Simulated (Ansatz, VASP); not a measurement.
**TaN: VASP beside Ansatz**

```xyz
2
Lattice="0.0000 2.1790 2.1790 2.1790 0.0000 2.1790 2.1790 2.1790 0.0000" Properties=species:S:1:pos:R:3 pbc="T T T"
Ta    2.1790    2.1790    2.1790
N     0.0000    0.0000    0.0000
```

Alike in both runs: task single point; functional r2SCAN; k mesh 12 × 12 × 12; occupations gaussian, width 0.05 eV; no spin polarisation.

|  | VASP | Ansatz |
| --- | --- | --- |
| version | VASP 6.6.1 | Ansatz 0.2.0 |
| potentials or method | VASP PAW PBE potentials, release 64 (Ta_pv, N), cutoff 520 eV | scalar-relativistic, plane waves, PAW |
| valence electrons in the cell | 16 | 18 |

Ansatz gave:

| Quantity | Value |
| --- | --- |
| gap on the k mesh at the Fermi level (eV) | none |
| pressure (GPa) | 9.8 |

Task: What did VASP give for the same quantities?

Result: gap on the k mesh at the Fermi level (eV): none; pressure (GPa): 11.9.

VASP's potentials were made for PBE, not for r2SCAN. A gap of «none» marks a metal or a gap that the smearing closes. VASP's potentials hold 16 valence electrons a cell and Ansatz's 18, so a difference there can come from the potentials and not from the codes.

Neither program's run includes spin-orbit coupling.
